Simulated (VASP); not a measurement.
# AlNi (Pm-3m) in VASP: a series of runs, part 2 of 2

VASP 6.6.1. The steps go on from the part before.

### 4 Single point, PBEsol

This run uses another cell than the first one, of 11.47 Å³/atom, 1.015 times its volume.

Input file INCAR:

```
SYSTEM = AlNi
  PREC = Accurate
  ENCUT = 520
  EDIFF = 1E-7
  ISMEAR = -1
  SIGMA = 0.05
  LREAL = .FALSE.
  LASPH = .TRUE.
  NELM = 60
  ALGO = Normal
  ISIF = 2
  LWAVE = .FALSE.
  LCHARG = .FALSE.
  GGA = PS
  NBANDS = 14
```

Input file KPOINTS:

```
Automatic mesh
0
G
  16 16 16
  0 0 0
```

Input file POSCAR:

```
AlNi
1.0
    2.8412642513      0.0000000000      0.0000000000
    0.0000000000      2.8412642513      0.0000000000
    0.0000000000      0.0000000000      2.8412642513
Al Ni
1 1
Direct
    0.0000000000      0.0000000000      0.0000000000
    0.5000000000      0.5000000000      0.5000000000
```

Potentials or basis: VASP PAW PBE potentials, release 64 (Al, Ni).

Started as:

```sh
$ cat potpaw_PBE.64/Al/POTCAR potpaw_PBE.64/Ni/POTCAR > POTCAR
$ mpirun -np 1 vasp_std > vasp.out
```

OUTCAR:

```text
SYSTEM = AlNi
   PREC = Accurate
   ENCUT = 520
   EDIFF = 1E-7
   ISMEAR = -1
   LREAL = .FALSE.
   LASPH = .TRUE.
   NELM = 60
   ISIF = 2
   GGA = PS

 ion  position               nearest neighbor table
   1  0.000  0.000  0.000-   2 2.46   2 2.46   2 2.46   2 2.46   2 2.46   2 2.46   2 2.46   2 2.46

   2  0.500  0.500  0.500-   1 2.46   1 2.46   1 2.46   1 2.46   1 2.46   1 2.46   1 2.46   1 2.46

  LATTYP: Found a simple cubic cell.
 ALAT       =     2.8412642513

  Lattice vectors:

 A1 = (   2.8412642513,   0.0000000000,   0.0000000000)
 A2 = (   0.0000000000,   2.8412642513,   0.0000000000)
 A3 = (   0.0000000000,   0.0000000000,   2.8412642513)

Analysis of symmetry for initial positions (statically):
=====================================================================
 Subroutine PRICEL returns:
 Original cell was already a primitive cell.

 Routine SETGRP: Setting up the symmetry group for a
 simple cubic supercell.

 Subroutine GETGRP returns: Found 48 space group operations
 (whereof 48 operations were pure point group operations)
 out of a pool of 48 trial point group operations.

The static configuration has the point symmetry O_h .

Analysis of symmetry for dynamics (positions and initial velocities):
=====================================================================
 Subroutine PRICEL returns:
 Original cell was already a primitive cell.

 Routine SETGRP: Setting up the symmetry group for a
 simple cubic supercell.

 Subroutine GETGRP returns: Found 48 space group operations
 (whereof 48 operations were pure point group operations)
 out of a pool of 48 trial point group operations.

The dynamic configuration has the point symmetry O_h .

 Subroutine INISYM returns: Found 48 space group operations
 (whereof 48 operations are pure point group operations),
 and found     1 'primitive' translations

----------------------------------------------------------------------------------------

                                     Primitive cell

  volume of cell :      22.9369

  direct lattice vectors                    reciprocal lattice vectors
     2.841264251  0.000000000  0.000000000     0.351956000  0.000000000  0.000000000
     0.000000000  2.841264251  0.000000000     0.000000000  0.351956000  0.000000000
     0.000000000  0.000000000  2.841264251     0.000000000  0.000000000  0.351956000

  length of vectors
     2.841264251  2.841264251  2.841264251     0.351956000  0.351956000  0.351956000

  position of ions in fractional coordinates (direct lattice)
     0.000000000  0.000000000  0.000000000
     0.500000000  0.500000000  0.500000000

  ion indices of the primitive-cell ions
   primitive index   ion index
                 1           1
                 2           2

----------------------------------------------------------------------------------------

 KPOINTS: Automatic mesh

Automatic generation of k-mesh.
 Grid dimensions read from file:
 generate k-points for:   16   16   16

 Generating k-lattice:

  Cartesian coordinates                     Fractional coordinates (reciprocal lattice)
     0.021997250  0.000000000  0.000000000     0.062500000  0.000000000  0.000000000
     0.000000000  0.021997250  0.000000000     0.000000000  0.062500000  0.000000000
     0.000000000  0.000000000  0.021997250     0.000000000  0.000000000  0.062500000

  Length of vectors
     0.021997250  0.021997250  0.021997250

  Shift w.r.t. Gamma in fractional coordinates (k-lattice)
     0.000000000  0.000000000  0.000000000

 Subroutine IBZKPT returns following result:
 ===========================================

 Found    165 irreducible k-points:

 Following reciprocal coordinates:
            Coordinates               Weight
  0.000000  0.000000  0.000000      1.000000
  0.062500  0.000000  0.000000      6.000000
  0.125000  0.000000  0.000000      6.000000
  0.187500  0.000000  0.000000      6.000000
  0.250000  0.000000  0.000000      6.000000
  0.312500  0.000000  0.000000      6.000000
[... 16 lines left out ...]
  0.437500  0.125000  0.000000     24.000000
  0.500000  0.125000  0.000000     12.000000
 [... further k-points ...]
   k-points           NKPTS =    165   k-points in BZ     NKDIM =    165   number of bands    NBANDS=     14
   number of dos      NEDOS =    301   number of ions     NIONS =      2
   total plane-waves  NPLWV =  13824
   dimension x,y,z NGX =    24 NGY =   24 NGZ =   24
   dimension x,y,z NGXF=    48 NGYF=   48 NGZF=   48
   ions per type =               1   1
   NGX,Y,Z   is equivalent  to a cutoff of  14.04, 14.04, 14.04 a.u.
   NGXF,Y,Z  is equivalent  to a cutoff of  28.09, 28.09, 28.09 a.u.
 SYSTEM =  AlNi
   PREC   = accura    normal or accurate (medium, high low for compatibility)
   ISTART =      0    job   : 0-new  1-cont  2-samecut
   ICHARG =      2    charge: 1-file 2-atom 10-const
   ISPIN  =      1    spin polarized calculation?
   LNONCOLLINEAR =      F non collinear calculations
   LSORBIT =      F    spin-orbit coupling
   LASPH  =      T    aspherical Exc in radial PAW
   ENCUT  =  520.0 eV  38.22 Ry    6.18 a.u.   5.28  5.28  5.28*2*pi/ulx,y,z
   NELM   =     60;   NELMIN=  2; NELMDL= -5     # of ELM steps
   EDIFF  = 0.1E-06   stopping-criterion for ELM
   LREAL  =      F    real-space projection
   EDIFFG = 0.1E-05   stopping-criterion for IOM
   NSW    =      0    number of steps for IOM
   IBRION =     -1    ionic relax: 0-MD 1-quasi-New 2-CG
   NFREE  =      0    steps in history (QN), initial steepest desc. (CG)
   ISIF   =      2    stress and relaxation
   ISYM   =      2    0-nonsym 1-usesym 2-fastsym
   POTIM  = 0.5000    time-step for ionic-motion
   TEBEG  =    0.0;   TEEND  =   0.0 temperature during run
   PSTRESS=    0.0 pullay stress
   NELECT =      13.0000    total number of electrons
   NUPDOWN=      -1.0000    fix difference up-down
   EMIN   =  10.00;   EMAX   =-10.00  energy-range for DOS
   EFERMI =   0.00;   METHOD = LEGACY
   ISMEAR =    -1;   SIGMA  =   0.05  broadening in eV -4-tet -1-fermi 0-gaus
   EFERMI_NEDOS =   21; number of points for ismear=-14 and -15
   IALGO  =     38    algorithm
   IMIX   =      4    mixing-type and parameters
     AMIX     =   0.40;   BMIX     =  1.00
     AMIX_MAG =   1.60;   BMIX_MAG =  1.00
  volume/ion in A,a.u.               =      11.47        77.39
  Fermi-wavevector in a.u.,A,eV,Ry     =   1.354808  2.560215 24.973547  1.835504
  Thomas-Fermi vector in A             =   2.481948
   LORBIT       =      0    0 simple, 1 ext, 2 COOP (PROOUT), +10 PAW based schemes
   GGA     = PS    functional components
   LHFCALC =     F    Hartree Fock is set to
   AEXX    =    0.0000 exact exchange contribution
   IVDW    =     0    specifies the selected vdW correction
   LEPSILON=     F    determine dielectric tensor
   LRPA    =     F    only Hartree local field effects (RPA)
 non-spin polarized calculation
  energy-cutoff  :      520.00
  volume of cell :       22.94
 maximum number of plane-waves:       632
 NGX is ok and might be reduce to    24
   NGX = 11   NGY = 11   NGZ = 11

 number of electron      12.9999999 magnetization

 Free energy of the ion-electron system (eV)
  ---------------------------------------------------
  ext. energy  EPLUGINS =         0.00000000
  ---------------------------------------------------
  free energy    TOTEN  =       -11.58342983 eV

  energy without entropy =      -11.57721707  energy(sigma->0) =      -11.58032345

 E-fermi :  10.4582     XC(G=0): -12.3697

 val. band max:       10.4510756863   @ k =   0.5000   0.4375   0.3125
 cond. band min:      10.4644518478   @ k =   0.3750   0.3125   0.1250
 fundamental gap:      0.0133761615
 Fermi energy:        10.4582303240

 k-point     1 :       0.0000    0.0000    0.0000
  band No.  band energies     occupation
      1      -0.9832      2.00000
      2       7.0155      2.00000
      3       7.0155      2.00000
      4       8.8286      2.00000
      5       8.8286      2.00000
      6       8.8286      2.00000
      7      16.1320      0.00000
      8      16.1320      0.00000
      9      16.1320      0.00000
     10      18.7386      0.00000
     11      18.7386      0.00000
     12      24.9457      0.00000
     13      31.8450      0.00000
     14      31.8450      0.00000
[... 375 lines left out ...]
 k-point    24 :       0.5000    0.1250    0.0000
  band No.  band energies     occupation
      1       3.5610      2.00000
      2       3.7255      2.00000
      3       7.5856      2.00000
      4       8.0126      2.00000
      5       8.1088      2.00000
      6       8.8163      2.00000
      7       9.7810      2.00000
      8      17.5587      0.00000
      9      18.5348      0.00000
     10      21.1096      0.00000
     11      21.8961      0.00000
     12      22.0291      0.00000
     13      26.2747      0.00000
     14      26.9586      0.00000

 [... further k-points ...]
[... 5 lines left out ...]
  --------------------------------------------------------------------------------------
  -------------------------------------------------------------------------------------
  Total        0.5914398      0.5914398      0.5914398     -0.0000000      0.0000000     -0.0000000
  in kB       41.3129536     41.3129536     41.3129536     -0.0000000      0.0000000     -0.0000000
  external PRESSURE =      41.3129536 kB  Pullay stress =       0.0000000 kB

 VOLUME and BASIS-vectors are now :
 -----------------------------------------------------------------------------
  energy-cutoff  :      520.00
  volume of cell :       22.94
      direct lattice vectors                 reciprocal lattice vectors
     2.841264251  0.000000000  0.000000000     0.351956000  0.000000000  0.000000000
     0.000000000  2.841264251  0.000000000     0.000000000  0.351956000  0.000000000
     0.000000000  0.000000000  2.841264251     0.000000000  0.000000000  0.351956000

 POSITION                                       TOTAL-FORCE (eV/Angst)
 -----------------------------------------------------------------------------------
      0.00000      0.00000      0.00000         0.000000      0.000000      0.000000
      1.42063      1.42063      1.42063         0.000000      0.000000      0.000000
 -----------------------------------------------------------------------------------
    total drift:                                0.000000      0.000000     -0.000000

  FREE ENERGIE OF THE ION-ELECTRON SYSTEM (eV)
  ---------------------------------------------------
  free  energy   TOTEN  =       -11.5834298332 eV

  energy  without entropy=      -11.5772170738  energy(sigma->0) =      -11.58032345
```

OSZICAR:

```text
N       E                     dE             d eps       ncg     rms          rms(c)
DAV:   1     0.399319163529E+02    0.39932E+02   -0.54165E+03  4714   0.979E+02
DAV:   2    -0.114770875387E+02   -0.51409E+02   -0.46535E+02  5064   0.181E+02
DAV:   3    -0.132289347332E+02   -0.17518E+01   -0.17360E+01  5802   0.369E+01
DAV:   4    -0.132521251738E+02   -0.23190E-01   -0.23184E-01  5616   0.388E+00
DAV:   5    -0.132528076383E+02   -0.68246E-03   -0.68245E-03  5890   0.718E-01    0.130E+01
DAV:   6    -0.151389811014E+02   -0.18862E+01   -0.49533E+01  5358   0.100E+02    0.159E+01
DAV:   7    -0.116148717661E+02    0.35241E+01   -0.14424E+01  5448   0.590E+01    0.106E+00
DAV:   8    -0.115987565456E+02    0.16115E-01   -0.28490E-01  5854   0.572E+00    0.101E+00
DAV:   9    -0.115838173023E+02    0.14939E-01   -0.42763E-02  6064   0.267E+00    0.208E-01
DAV:  10    -0.115834287724E+02    0.38853E-03   -0.16110E-03  6114   0.550E-01    0.801E-02
DAV:  11    -0.115834312503E+02   -0.24779E-05   -0.49366E-05  5604   0.533E-02    0.155E-02
DAV:  12    -0.115834300433E+02    0.12070E-05   -0.78345E-06  5984   0.411E-02    0.302E-03
DAV:  13    -0.115834298626E+02    0.18069E-06   -0.28684E-07  5204   0.669E-03    0.122E-03
DAV:  14    -0.115834298332E+02    0.29362E-07   -0.70196E-08  3108   0.347E-03
   1 F= -.11583430E+02 E0= -.11580323E+02  d E =-.621276E-02
```

stdout:

```text
POSCAR found type information on POSCAR AlNi
 POSCAR found :  2 types and       2 ions
 scaLAPACK will be used
 -----------------------------------------------------------------------------
|                                                                             |
|                                                                             |
|     You enforced a specific xc type in the INCAR file but a different       |
|     I HOPE YOU KNOW WHAT YOU ARE DOING!                                     |
|                                                                             |
 -----------------------------------------------------------------------------

 LDA part: xc-table for (Slater+PW92), standard interpolation
 POSCAR, INCAR and KPOINTS ok, starting setup
 FFT: planning ... GRIDC
 FFT: planning ... GRID_SOFT
 FFT: planning ... GRID
 WAVECAR not read
 entering main loop
```

Wall time 1.9 min (1 thread of AMD EPYC 7R13, shared host); peak memory 0.15 GiB.

What came out:

```yaml
Free_energy: -11.5834 eV
Pressure: 4.1 GPa
```

Caveat: the PAW data sets were made with another functional, which shifts forces and pressure a little. Spin polarisation is off, so any magnetic state and its effect on volume and gap are missing.

### 5 Single point, PBEsol

This run uses another cell than the first one, of 11.72 Å³/atom, 1.038 times its volume.

Input file INCAR:

```
SYSTEM = AlNi
ALGO = Normal
EDIFF = 1E-6
ENCUT = 520
GGA = PS
ISIF = 2
ISMEAR = -1
LASPH = .TRUE.
LCHARG = .FALSE.
LREAL = .FALSE.
LWAVE = .FALSE.
NBANDS = 14
NELM = 60
PREC = Accurate
SIGMA = 0.05
```

Input file KPOINTS:

```
k-points
0
G
  16 16 16
  0 0 0
```

Input file POSCAR:

```
AlNi
1.0
    2.8619580836      0.0000000000      0.0000000000
    0.0000000000      2.8619580836      0.0000000000
    0.0000000000      0.0000000000      2.8619580836
Al Ni
1 1
Direct
    0.0000000000      0.0000000000      0.0000000000
    0.5000000000      0.5000000000      0.5000000000
```

Started as:

```sh
$ cat potpaw_PBE.64/Al/POTCAR potpaw_PBE.64/Ni/POTCAR > POTCAR
$ mpirun -np 1 vasp_std > vasp.out
```

Wall time 1.7 min (1 thread of AMD EPYC 7R13, shared host); peak memory 0.15 GiB.

The run converged. Its results:

```
Free energy : -11.5901 eV
Pressure    : 0.2 GPa
```

Levels at points of the mesh, in eV from the Fermi level:
```
           k point  band 5  band 6  band 7  band 8  band 9  band 10
(0.00, 0.00, 0.00)   -1.58   -1.58    5.58    5.58    5.58     8.21
(0.50, 0.00, 0.00)   -2.31   -1.49   -0.66    8.32   10.09    10.09
(0.50, 0.50, 0.00)   -2.14   -2.14   -1.04    1.49    2.59    12.51
(0.50, 0.50, 0.50)   -1.01    1.96    1.96    1.96    3.90     4.56
```

Caveat: the PAW data sets were made with another functional, which shifts forces and pressure a little. Spin polarisation is off, so any magnetic state and its effect on volume and gap are missing.

### 6 Single point, PBEsol

This run uses another cell than the first one, of 11.66 Å³/atom, 1.032 times its volume.

Input file INCAR:

```
SYSTEM = AlNi
PREC = Accurate ; ENCUT = 520
EDIFF = 1E-6 ; ISMEAR = -1
SIGMA = 0.05 ; LREAL = .False.
LASPH = .True. ; NELM = 60
ALGO = Normal ; ISIF = 2
LWAVE = .False. ; LCHARG = .False.
GGA = PS ; NBANDS = 14
```

Input file KPOINTS:

```
regular mesh
0
Gamma
  16 16 16
  0 0 0
```

Input file POSCAR:

```
AlNi
1.0
    2.8567158014      0.0000000000      0.0000000000
    0.0000000000      2.8567158014      0.0000000000
    0.0000000000      0.0000000000      2.8567158014
Al Ni
1 1
Direct
    0.0000000000      0.0000000000      0.0000000000
    0.5000000000      0.5000000000      0.5000000000
```

Potentials or basis: VASP PAW PBE potentials, release 64 (Al, Ni).

Started as:

```sh
$ cat potpaw_PBE.64/Al/POTCAR potpaw_PBE.64/Ni/POTCAR > POTCAR
$ mpirun -np 1 vasp_std > vasp.out
```

Wall time 89 s (1 thread of AMD EPYC 7R13, shared host); peak memory 0.15 GiB.

Results (log left out):

```yaml
Free_energy: -11.5896 eV
Pressure: 1.2 GPa
```

Levels at points of the mesh, in eV from the Fermi level:
| k point | band 4 | band 5 | band 6 | band 7 | band 8 | band 9 | band 10 | band 11 |
| --- | --- | --- | --- | --- | --- | --- | --- | --- |
| (0.00, 0.00, 0.00) | -1.60 | -1.60 | -1.60 | 5.60 | 5.60 | 5.60 | 8.23 | 8.23 |
| (0.50, 0.00, 0.00) | -2.32 | -2.32 | -1.50 | -0.66 | 8.33 | 10.11 | 10.11 | 11.15 |
| (0.50, 0.50, 0.00) | -2.95 | -2.15 | -2.15 | -1.05 | 1.51 | 2.62 | 12.57 | 15.33 |
| (0.50, 0.50, 0.50) | -1.02 | -1.02 | 1.96 | 1.96 | 1.96 | 3.95 | 4.58 | 4.58 |

Caveat: the PAW data sets were made with another functional, which shifts forces and pressure a little. Spin polarisation is off, so any magnetic state and its effect on volume and gap are missing.

### 7 Overview

| cell | gap on the mesh (eV) | pressure (GPa) |
| --- | --- | --- |
| a = 2.827 Å, 2 atoms | none | 7.2 |
| a = 2.851 Å, 2 atoms | none | 2.2 |
| a = 2.841 Å, 2 atoms | none | 4.1 |
| a = 2.862 Å, 2 atoms | none | 0.2 |
| a = 2.857 Å, 2 atoms | none | 1.2 |

Alike in all rows: task single point; level PBEsol; potentials or basis VASP PAW PBE potentials, release 64 (Al, Ni); no spin polarisation; k mesh 16 × 16 × 16; cutoff (eV) 520; smearing fermi-dirac 0.05 eV.

Caveats: the PAW data sets were made with another functional, which shifts forces and pressure a little.

Total energies depend on the potentials used, so only differences within one code and one set of settings carry meaning.
